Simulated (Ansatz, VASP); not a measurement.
**Pb in VASP and in Ansatz**

Contents of INCAR:

```
SYSTEM = Pb
  ALGO = Normal
  EDIFF = 1E-7
  ENCUT = 520
  GGA = PE
  GGA_COMPAT = .False.
  ISIF = 2
  ISMEAR = -1
  LASPH = .True.
  LCHARG = .False.
  LORBIT = 11
  LORBMOM = .True.
  LREAL = .False.
  LSORBIT = .True.
  LWAVE = .False.
  MAGMOM = 0 0 0
  NBANDS = 25
  NELM = 150
  PREC = Accurate
  SIGMA = 0.05
```

The input KPOINTS:

```
k-points
0
Gamma
  9 9 9
  0 0 0
```

Contents of POSCAR:

```
Pb
1.0
    0.0000000000      2.4584086270      2.4584086270
    2.4584086270      0.0000000000      2.4584086270
    2.4584086270      2.4584086270      0.0000000000
Pb
1
Direct
    0.0000000000      0.0000000000      0.0000000000
```

The input input.yaml:

```yaml
crystal:
  lattice:
    - [0.0, 2.458408627, 2.458408627]
    - [2.458408627, 0.0, 2.458408627]
    - [2.458408627, 2.458408627, 0.0]
  atoms:
    - { symbol: Pb, position: [0.0, 0.0, 0.0] }
hamiltonian:
  xc: pbe
  pseudopotentials: { kind: paw_fr }
magnetization:
  noncollinear: true
  spin_orbit: true
kpoints:
  mp_grid: { grid: [9, 9, 9] }
scf:
  occupations: { method: fermi_dirac, width: 0.05 }
output:
  forces: true
  stress: true
  eigenvalues: true
  write_density: true
  write_potential: true
  elf: true
  volumetric_format: npy
```

Alike in both runs: task single point; functional PBE; k mesh 9 × 9 × 9; occupations fermi-dirac, width 0.05 eV; non-collinear spin, spin-orbit coupling.

|  | VASP | Ansatz |
| --- | --- | --- |
| version | VASP 6.6.1 | Ansatz 0.2.0 |
| potentials or method | VASP PAW PBE potentials, release 64 (Pb_d) | Ansatz PAW |
| plane-wave cutoff (eV) | 520 | 420 |
| valence electrons in the cell | 14 | 14 |

VASP gave:

* pressure (GPa): 3.4
* net moment per atom (μB): 0.00

Task: Which values does Ansatz return?

Result: Pressure (GPa): 3.3; net moment per atom (μB): 0.00.
